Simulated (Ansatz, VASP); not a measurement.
## Two plane-wave programs on Ta4C3

```
CELL_PARAMETERS angstrom
4.46861 0.00000 0.00000
0.00000 4.46861 0.00000
0.00000 0.00000 4.46861
ATOMIC_POSITIONS crystal
Ta 0.00000 0.50000 0.50000
Ta 0.50000 0.00000 0.50000
Ta 0.50000 0.50000 0.00000
Ta 0.00000 0.00000 0.00000
C 0.50000 0.00000 0.00000
C 0.00000 0.50000 0.00000
C 0.00000 0.00000 0.50000
```

Alike in both runs: task single point; functional r2SCAN; k mesh 8 × 8 × 8; occupations gaussian, width 0.1 eV; no spin polarisation.

```csv
,VASP,Ansatz
version,VASP 6.6.1,Ansatz 0.2.0
potentials or method,"VASP PAW PBE potentials, release 64 (Ta_pv, C), cutoff 520 eV","scalar-relativistic, plane waves, PAW"
valence electrons in the cell,56,64
```

```csv
,VASP,Ansatz,Ansatz less VASP
gap on the k mesh at the Fermi level (eV),none,none,-
pressure (GPa),-7.6,-8.5,-0.96
```

VASP's potentials were made for PBE, not for r2SCAN. A gap of «none» marks a metal or a gap that the smearing closes. With one functional, cell and mesh, what is left measures potentials, basis and numerics. VASP's potentials hold 56 valence electrons a cell and Ansatz's 64, so a difference there can come from the potentials and not from the codes.

Neither program's run includes spin-orbit coupling.
